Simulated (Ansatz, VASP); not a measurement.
# V: VASP beside Ansatz

Contents of INCAR:

```
SYSTEM = V
ALGO = Normal ; EDIFF = 1E-6
ENCUT = 520 ; GGA = CA
ISIF = 2 ; ISMEAR = -1
LASPH = .TRUE. ; LCHARG = .FALSE.
LREAL = .FALSE. ; LWAVE = .FALSE.
NBANDS = 12 ; NELM = 60
PREC = Accurate ; SIGMA = 0.1
```

File KPOINTS:

```
k-points
0
G
  16 16 16
  0 0 0
```

File POSCAR:

```
V
1.0
    0.0000000000      1.8655300537      1.8655300537
    1.8655300537      0.0000000000      1.8655300537
    1.8655300537      1.8655300537      0.0000000000
V
1
Direct
    0.0000000000      0.0000000000      0.0000000000
```

Input for Ansatz:

```yaml
crystal:
  lattice:
    - [0.0, 1.8655300537, 1.8655300537]
    - [1.8655300537, 0.0, 1.8655300537]
    - [1.8655300537, 1.8655300537, 0.0]
  atoms:
    - { symbol: V, position: [0.0, 0.0, 0.0] }
hamiltonian:
  xc: lda
  pseudopotentials:
    kind: paw
    azcp:
      V: "pseudopotentials/V.paw.azcp"
basis:
  ecutwfc: 420
  fft_grid_basis: typed
kpoints:
  mp_grid: { grid: [16, 16, 16], shift: [0, 0, 0] }
magnetization:
  spin_polarized: false
scf:
  occupations: { method: fermi_dirac, width: 0.1 }
  lower_state_search: "off"
output:
  stress: true
```

Alike in both runs: task single point; functional LDA; k mesh 16 × 16 × 16; occupations fermi-dirac, width 0.1 eV; no spin polarisation.

|  | VASP | Ansatz |
| --- | --- | --- |
| version | VASP 6.6.1 | Ansatz 0.2.0 |
| potentials or method | VASP PAW LDA potentials, release 64 (V_sv), cutoff 520 eV | plane waves (420 eV) with PAW, scalar-relativistic |
| valence electrons in the cell | 13 | 13 |

VASP gave:

```
pressure (GPa) : 0.3
```

Q: What did Ansatz give for the same quantities?

A: Pressure (GPa): -0.1.

Ansatz warns that its potentials were made for another functional, while VASP's fit it. LDA's correlation is that of Perdew and Zunger in VASP and of Perdew and Wang (1992) in Ansatz.
